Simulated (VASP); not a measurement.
A run of VASP 6.6.1 is set up as follows.

Contents of POSCAR:

```
GaP
1.0
    0.0000000000      2.7192250975      2.7192250975
    2.7192250975      0.0000000000      2.7192250975
    2.7192250975      2.7192250975      0.0000000000
Ga P
1 1
Direct
    0.0000000000      0.0000000000      0.0000000000
    0.2500000000      0.2500000000      0.2500000000
```

The input INCAR.step1:

```
SYSTEM = GaP
ALGO = Normal
EDIFF = 1E-4
ENCUT = 520
GGA = PE
ISMEAR = 0
LASPH = .TRUE.
LCHARG = .FALSE.
LREAL = .FALSE.
LWAVE = .TRUE.
NBANDS = 16
NELM = 80
PREC = Accurate
SIGMA = 0.02
```

INCAR.step2

```
SYSTEM = GaP
ALGO = Normal
EDIFF = 1E-6
ENCUT = 520
ISIF = 2
ISMEAR = 0
ISTART = 1
LASPH = .TRUE.
LCHARG = .TRUE.
LELF = .TRUE.
LMIXTAU = .TRUE.
LREAL = .FALSE.
LVHAR = .TRUE.
LWAVE = .FALSE.
METAGGA = R2SCAN
NBANDS = 16
NELM = 80
PREC = Accurate
SIGMA = 0.02
```

File KPOINTS:

```
k-points
0
G
  8 8 8
  0 0 0
```

Potentials or basis: VASP PAW PBE potentials, release 64 (Ga_d, P).

Run with:

```bash
$ cat potpaw_PBE.64/Ga_d/POTCAR potpaw_PBE.64/P/POTCAR > POTCAR
$ cp INCAR.step1 INCAR
$ mpirun -np 1 vasp_std > vasp.out
$ cp INCAR.step2 INCAR
$ mpirun -np 1 vasp_std > vasp.out
```

(1) Estimate the pressure.

(2) Estimate the band gap on the k mesh.

Results:

(1) 0.6 GPa.

(2) 1.89 eV, indirect (least direct gap 2.40 eV).

Caveat: the PAW data sets were made with another functional, which shifts forces and pressure a little.

**Measured values to compare with.**

From “Stacking defects in GaP nanowires: Electronic structure and optical properties”, 2018, arxiv:1810.01194, for a bulk crystal of GaP at 10 K: band gap 2.34 eV (indirect).

Against the measured gap of GaP, 2.34 eV (indirect; 10 K; quoted in “Stacking defects in GaP nanowires: Electronic structure and optical properties”, 2018, arxiv:1810.01194), the calculated 1.89 eV is off by -0.45 eV. Spin-orbit coupling on Ga is left out. The value is that of r2SCAN on a finite k mesh, which can miss the band edges, without temperature or zero-point motion.
